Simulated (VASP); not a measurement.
Crystal: InSb2.

```
CELL_PARAMETERS angstrom
5.39451 0.00000 0.00000
0.00000 6.58395 0.00000
0.00000 0.00000 4.11015
ATOMIC_POSITIONS crystal
In 0.00000 0.00000 0.00000
In 0.50000 0.50000 0.50000
Sb 0.20040 0.37870 0.00000
Sb 0.79960 0.62130 0.00000
Sb 0.70040 0.12130 0.50000
Sb 0.29960 0.87870 0.50000
```

```yaml
Program: VASP 6.6.1
Task: relaxation of cell and atoms
Functional: PBE
Potentials_or_basis: VASP PAW PBE potentials, release 64 (In_d, Sb)
Cutoff: 600 eV
k_mesh: 4 × 4 × 4
Occupations: gaussian, width 0.1 eV
Spin: no spin polarisation
```

At the start: pressure 23.4 GPa; volume 24.33 Å³/atom.

Question: Where does the relaxation end?

Answer: Over 14 steps the energy falls by 445.1 meV/atom and the volume is 31.95 Å³/atom (+31.3 %); space group Pnnm (No. 58, to 0.1 Å) before and after.

Step by step:
```tsv
step	energy change (eV)	largest force (eV/Å)	pressure (GPa)	volume (Å³)
1	0.0000	0.4667	23.44	145.98
2	-1.6484	0.7348	-5.53	234.82
3	-2.5649	0.5934	-0.07	191.42
4	-2.5645	0.5906	0.14	190.43
5	-2.6213	0.3702	0.20	190.82
6	-2.6466	0.0289	0.41	191.28
7	-2.6560	0.0335	-0.20	193.91
8	-2.6563	0.0364	-0.33	194.47
9	-2.6622	0.0455	-0.15	193.50
10	-2.6645	0.0795	0.04	192.57
11	-2.6678	0.0603	-0.02	192.49
12	-2.6698	0.0418	-0.10	192.35
13	-2.6701	0.0225	0.16	191.29
14	-2.6703	0.0163	0.05	191.73
```

Final structure:
```cif
data_structure
_symmetry_space_group_name_H-M 'P 1'
_symmetry_Int_Tables_number 1
_cell_length_a 5.9755
_cell_length_b 7.3599
_cell_length_c 4.3594
_cell_angle_alpha 90.000
_cell_angle_beta 90.000
_cell_angle_gamma 90.000
_cell_volume 191.73
loop_
_atom_site_label
_atom_site_type_symbol
_atom_site_fract_x
_atom_site_fract_y
_atom_site_fract_z
_atom_site_occupancy
In1 In 0.00000 0.00000 0.00000 1
In2 In 0.50000 0.50000 0.50000 1
Sb1 Sb 0.18436 0.38270 0.00000 1
Sb2 Sb 0.81564 0.61730 0.00000 1
Sb3 Sb 0.68436 0.11730 0.50000 1
Sb4 Sb 0.31564 0.88270 0.50000 1
```

Caveat: the k points lie up to 0.36 Å⁻¹ apart in the final cell, too coarse for converged energies and pressures of a metal; the volume moved by over 15 % at a fixed basis, so the end points are rough.
